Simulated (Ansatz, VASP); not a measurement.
**Au: VASP beside Ansatz**

```
Au
1.0
     0.00000    2.07827    2.07827
     2.07827    0.00000    2.07827
     2.07827    2.07827    0.00000
Au
1
Direct
  0.00000 0.00000 0.00000
```

Alike in both runs: functional PBE; k mesh 14 × 14 × 14; occupations fermi-dirac, width 0.03 eV; no spin polarisation.

Ansatz relaxed the structure, and its values are those at the end. VASP's run is a single point on that final structure, the one shown.

|  | VASP | Ansatz |
| --- | --- | --- |
| version | VASP 6.6.1 | Ansatz 0.2.0 |
| potentials or method | VASP PAW PBE potentials, release 64 (Au) | PAW with Ansatz's default frozen-core files, scalar-relativistic |
| plane-wave cutoff (eV) | 520 | 420 |
| valence electrons in the cell | 11 | 19 |

|  | VASP | Ansatz | Ansatz less VASP |
| --- | --- | --- | --- |
| pressure (GPa) | -0.2 | 0.0 | +0.24 |

VASP's potentials hold 11 valence electrons a cell and Ansatz's 19, so a difference there can come from the potentials and not from the codes.

Neither program's run includes spin-orbit coupling.
